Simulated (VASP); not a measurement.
A run of VASP 6.6.1:

The input INCAR:

```
PREC = Accurate
ENCUT = 600
EDIFF = 1E-6
ISMEAR = -1
SIGMA = 0.08
LREAL = F
LASPH = T
NELM = 120
ALGO = Normal
ISIF = 2
LWAVE = F
LCHARG = F
GGA = PS
NBANDS = 11
GGA_COMPAT = F
```

KPOINTS

```
Automatic mesh
0
Gamma
  17 17 17
```

POSCAR

```
SiC
1.0
    0.0000000000      1.8078014922      1.8078014922
    1.8078014922      0.0000000000      1.8078014922
    1.8078014922      1.8078014922      0.0000000000
Si C
1 1
Direct
    0.0000000000      0.0000000000      0.0000000000
    0.5000000000      0.5000000000      0.5000000000
```

Potentials or basis: VASP PAW PBE potentials, release 64 (Si, C).

The run is started by

```bash
$ cat potpaw_PBE.64/Si/POTCAR potpaw_PBE.64/C/POTCAR > POTCAR
$ mpirun -np 1 vasp_std > vasp.out
```

Hardware: 1 thread of Intel(R) Xeon(R) 6975P-C (Granite Rapids), with other jobs on the host.

Question: Estimate the wall time of this run.

Answer: It took 9.6 s on 1 thread of Intel(R) Xeon(R) 6975P-C (Granite Rapids), on a shared host, peak memory 0.14 GiB. Counts: scf iterations 10, k points 165.
